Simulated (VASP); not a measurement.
Set up this calculation in VASP 6.6.1, as the native input.

- Task: single point
- Functional: PBEsol
- Potentials or basis: VASP PAW PBE potentials, release 64 (W_sv, C)
- Cutoff: 520 eV
- k mesh: 24 × 24 × 24
- Occupations: gaussian, width 0.15 eV
- Spin: no spin polarisation
- Dipole correction: no
- Further INCAR settings: ALGO = Normal; EDIFF = 1e-06; NBANDS = 16

The structure of WC lies in POSCAR:

```
WC
1.0
    0.0000000000      2.1183682398      2.0640511055
    2.1183682398      0.0000000000      2.0640511055
    2.1183682398      2.1183682398      0.0000000000
W C
1 1
Direct
    0.0000000000      0.0000000000      0.0000000000
    0.5000000000      0.5000000000      0.5000000000
```

This cell differs from its parent crystal: strain -0.025 along x and y, -0.050 along z.

One way to write it, as run:

INCAR

```
SYSTEM = WC
PREC = Accurate
ENCUT = 520
EDIFF = 1E-6
ISMEAR = 0
SIGMA = 0.15
LREAL = .FALSE.
LASPH = .TRUE.
NELM = 100
ALGO = Normal
ISIF = 2
LWAVE = .FALSE.
LCHARG = .TRUE.
GGA = PS
LELF = .TRUE.
LVHAR = .TRUE.
NBANDS = 16
```

KPOINTS

```
Automatic mesh
0
G
  24 24 24
  0 0 0
```

Potentials or basis: VASP PAW PBE potentials, release 64 (W_sv, C).

Command:

```console
$ cat potpaw_PBE.64/W_sv/POTCAR potpaw_PBE.64/C/POTCAR > POTCAR
$ mpirun -np 1 vasp_std > vasp.out
```

Results of the run:

* Pressure: 51.9 GPa
* Band gap on the k mesh: zero (band 9 reaches 15.54 eV, above the bottom of band 10 at 11.88 eV)

Caveat: the cell differs from its parent crystal (strain -0.025 along x and y, -0.050 along z); the PAW data sets were made with another functional, which shifts forces and pressure a little; spin-orbit coupling is left out, which moves the levels of the heavy elements.

It took 2.9 min on 1 thread of Intel Xeon 6975P-C (shared host), peak memory 0.42 GiB.
